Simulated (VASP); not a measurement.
TaWC2:

```xyz
4
Lattice="2.5066 -2.9028 0.0000 2.5066 2.9028 0.0000 0.0000 0.0000 3.8945" Properties=species:S:1:pos:R:3 pbc="T T T"
Ta    2.5066    0.0000    1.9472
W     0.0000    0.0000    1.9472
C     4.2707    0.0000    0.0000
C     0.7424    0.0000    0.0000
```

The cell was built from a structure type or drawn by symmetry, and may not be a known phase.

```yaml
Program: VASP 6.6.1
Task: relaxation of cell and atoms
Functional: PBE
Potentials_or_basis: VASP PAW PBE potentials, release 64 (Ta_pv, W_sv, C)
Cutoff: 600 eV
k_mesh: 12 × 12 × 12
Occupations: gaussian, width 0.1 eV
Spin: no spin polarisation
```

At the start: pressure 1.5 GPa; volume 14.17 Å³/atom.

Question: Where does the relaxation end?

Answer: Over 11 steps the energy falls by 2.6 meV/atom and the volume is 14.25 Å³/atom (+0.5 %); space group Cmmm (No. 65, to 0.1 Å) before and after.

The path:
| step | energy change (eV) | largest force (eV/Å) | pressure (GPa) | volume (Å³) |
| --- | --- | --- | --- | --- |
| 1 | 0.0000 | 0.4579 | 1.47 | 56.67 |
| 2 | 0.0135 | 0.4868 | -4.46 | 57.74 |
| 3 | -0.0052 | 0.1020 | -0.62 | 57.03 |
| 4 | -0.0089 | 0.0370 | 0.05 | 56.85 |
| 5 | -0.0093 | 0.0133 | 0.38 | 56.76 |
| 6 | -0.0099 | 0.0813 | -0.13 | 56.94 |
| 7 | -0.0101 | 0.0548 | 0.00 | 56.89 |
| 8 | -0.0101 | 0.0225 | 0.32 | 56.92 |
| 9 | -0.0102 | 0.0035 | 0.21 | 56.91 |
| 10 | -0.0102 | 0.0004 | -0.15 | 57.05 |
| 11 | -0.0102 | 0.0014 | -0.02 | 56.98 |

Final structure:
```
CELL_PARAMETERS angstrom
2.50160 -2.93669 0.00000
2.50160 2.93669 0.00000
0.00000 0.00000 3.87831
ATOMIC_POSITIONS crystal
Ta 0.50000 0.50000 0.50000
W 0.00000 0.00000 0.50000
C 0.84755 0.84755 0.00000
C 0.15245 0.15245 0.00000
```
